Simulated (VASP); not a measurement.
Input of a VASP 6.6.1 run:

File INCAR:

```
ALGO = Normal
EDIFF = 1E-6
ENCUT = 600
GGA = PS
GGA_COMPAT = F
ISIF = 2
ISMEAR = 0
LASPH = T
LCHARG = F
LREAL = F
LWAVE = F
NBANDS = 11
NELM = 120
PREC = Accurate
SIGMA = 0.01
```

KPOINTS

```
k-points
0
Gamma
  10 10 10
```

Contents of POSCAR:

```
Be2C
1.0
    2.1622986810      2.1622986810      0.0000000000
   -2.1622986810      2.1622986810      0.0000000000
    0.0000000000      2.1622986810      2.1622986810
Be C
2 1
Direct
    0.2500000000      0.7500000000      0.5000000000
    0.7500000000      0.2500000000      0.5000000000
    0.0000000000      0.0000000000      0.0000000000
```

Potentials or basis: VASP PAW PBE potentials, release 64 (Be, C).

Command:

```bash
$ cat potpaw_PBE.64/Be/POTCAR potpaw_PBE.64/C/POTCAR > POTCAR
$ mpirun -np 1 vasp_std > vasp.out
```

Q: Estimate the band gap on the k mesh.

A: 1.06 eV, indirect (least direct gap 4.09 eV).

Q: What does it give for the pressure?

A: -1.4 GPa.

Caveat: the PAW data sets were made with another functional, which shifts forces and pressure a little. A k mesh can miss the band edges.
